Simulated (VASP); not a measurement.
# BP: single point with PBE

BP:

```
B P
1.0
     0.00000    2.27350    2.27350
     2.27350    0.00000    2.27350
     2.27350    2.27350    0.00000
B P
1 1
Direct
  0.00000 0.00000 0.00000
  0.75000 0.75000 0.75000
```

| Quantity | Value |
| --- | --- |
| Program | VASP 6.6.1 |
| Task | single point |
| Functional | PBE |
| Potentials or basis | VASP PAW PBE potentials, release 64 (B, P) |
| Cutoff | 520 eV |
| k mesh | 8 × 8 × 8 |
| Occupations | gaussian, width 0.05 eV |
| Spin | no spin polarisation |
| Dipole correction | no |
| Further INCAR settings | ALGO = Normal; EDIFF = 1e-07; NBANDS = 11 |

```json
{"Pressure": "-0.1 GPa", "Band gap on the k mesh": "1.28 eV, indirect (least direct gap 3.39 eV)"}
```

Levels at points of the mesh, in eV from the valence-band top:
| k point | band 1 | band 2 | band 3 | band 4 | band 5 | band 6 | band 7 | band 8 | band 9 |
| --- | --- | --- | --- | --- | --- | --- | --- | --- | --- |
| (0.00, 0.00, 0.00) | -15.41 | 0.00 | 0.00 | 0.00 | 3.39 | 3.39 | 3.39 | 7.28 | 11.47 |
| (0.50, 0.00, 0.00) | -12.11 | -8.99 | -1.75 | -1.75 | 3.75 | 4.71 | 4.71 | 10.11 | 14.59 |
| (0.50, 0.50, 0.00) | -10.58 | -8.55 | -4.09 | -4.09 | 1.34 | 1.66 | 12.07 | 12.07 | 15.16 |

It took 14 s on 1 thread of Intel Xeon 8259CL, on a shared host, peak memory 0.1 GiB.

A k mesh can miss the band edges. Expect the measured gap to be larger: semilocal functionals such as PBE lack the derivative discontinuity.
